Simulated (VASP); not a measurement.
TiC: relaxation of cell and atoms with PBEsol

The system is TiC.

```
Ti C
1.0
     0.00000    2.16572    2.16572
     2.16572    0.00000    2.16572
     2.16572    2.16572    0.00000
Ti C
1 1
Direct
  0.00000 0.00000 0.00000
  0.50000 0.50000 0.50000
```

* Program: VASP 6.6.1
* Task: relaxation of cell and atoms
* Functional: PBEsol
* Potentials or basis: VASP PAW PBE potentials, release 64 (Ti_sv, C)
* Cutoff: 600 eV
* k mesh: 16 × 16 × 16
* Occupations: gaussian, width 0.1 eV
* Spin: no spin polarisation
* Dipole correction: no
* Further INCAR settings: ALGO = Normal; EDIFF = 1e-07; IBRION = 2; EDIFFG = -0.005; NSW = 100; ISIF = 3

```yaml
Relaxed_volume: 9.90 Å³/atom
Relaxed_cell: a = 3.037 Å, b = 3.037 Å, c = 3.037 Å, α = 60.00°, β = 60.00°, γ = 60.00°
Space_group_after_relaxing_to_0.05_Å: Fm-3m (No. 225)
Energy_gained_by_relaxing: 5.5 meV/atom
Ionic_steps: 3
Pressure_after_relaxing: -0.1 GPa
Band_gap_on_the_k_mesh: zero (band 8 reaches 10.28 eV, above the bottom of band 9 at 9.19 eV)
```

The path:
| step | energy change (eV) | largest force (eV/Å) | pressure (GPa) | volume (Å³) |
| --- | --- | --- | --- | --- |
| 1 | 0.0000 | 0.0000 | -6.56 | 20.32 |
| 2 | 0.0094 | 0.0000 | 9.86 | 19.12 |
| 3 | -0.0109 | 0.0000 | -0.06 | 19.80 |

Final structure:
```yaml
crystal:
  lattice:
    - [0.00000, 2.14719, 2.14719]
    - [2.14719, 0.00000, 2.14719]
    - [2.14719, 2.14719, 0.00000]
  atoms:
    - { symbol: Ti, position: [0.00000, 0.00000, 0.00000] }
    - { symbol: C, position: [0.50000, 0.50000, 0.50000] }
```

Levels at points of the mesh, in eV from the Fermi level:
```tsv
k point	band 4	band 5	band 6	band 7	band 8	band 9	band 10	band 11	band 12
(0.00, 0.00, 0.00)	-32.36	-12.48	0.68	0.68	0.68	1.75	1.75	1.75	1.79
(0.50, 0.00, 0.00)	-32.41	-8.83	-5.98	-2.97	-2.97	3.03	3.03	4.27	8.31
(0.50, 0.50, 0.00)	-32.54	-10.15	-3.45	-1.74	0.01	0.01	2.84	3.66	3.66
```

It took 59 s on 1 thread of AMD EPYC 7R13, on a shared host, peak memory 0.18 GiB.

Caveat: the PAW data sets were made with another functional, which shifts forces and pressure a little.
